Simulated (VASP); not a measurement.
A run of VASP 6.6.1 is set up as follows.

Contents of INCAR:

```
SYSTEM = ZrN
ALGO = Normal
EDIFF = 1E-7
EDIFFG = -0.05
ENCUT = 600
GGA = PE
GGA_COMPAT = .FALSE.
IBRION = 2
ISIF = 3
ISMEAR = 0
LASPH = .TRUE.
LCHARG = .FALSE.
LREAL = .FALSE.
LWAVE = .FALSE.
NELM = 120
NELMIN = 4
NSW = 100
PREC = Accurate
SIGMA = 0.1
```

The input KPOINTS:

```
k-points
0
G
  8 8 8
  0 0 0
```

The input POSCAR:

```
ZrN
1.0
    0.0000000000      2.3312803990      2.3312803990
    2.3312803990      0.0000000000      2.3312803990
    2.3312803990      2.3312803990      0.0000000000
Zr N
1 1
Direct
    0.5000000000      0.5000000000      0.5000000000
    0.0000000000      0.0000000000      0.0000000000
```

Potentials or basis: VASP PAW PBE potentials, release 64 (Zr_sv, N).

Launch:

```sh
$ cat potpaw_PBE.64/Zr_sv/POTCAR potpaw_PBE.64/N/POTCAR > POTCAR
$ mpirun -np 1 vasp_std > vasp.out
```

(1) Estimate the space group after relaxing (to 0.1 Å).

(2) Predict the band gap on the k mesh.

## Answers

(1) Fm-3m (No. 225).

(2) zero (an odd number of electrons rules out a gap without spin polarisation).
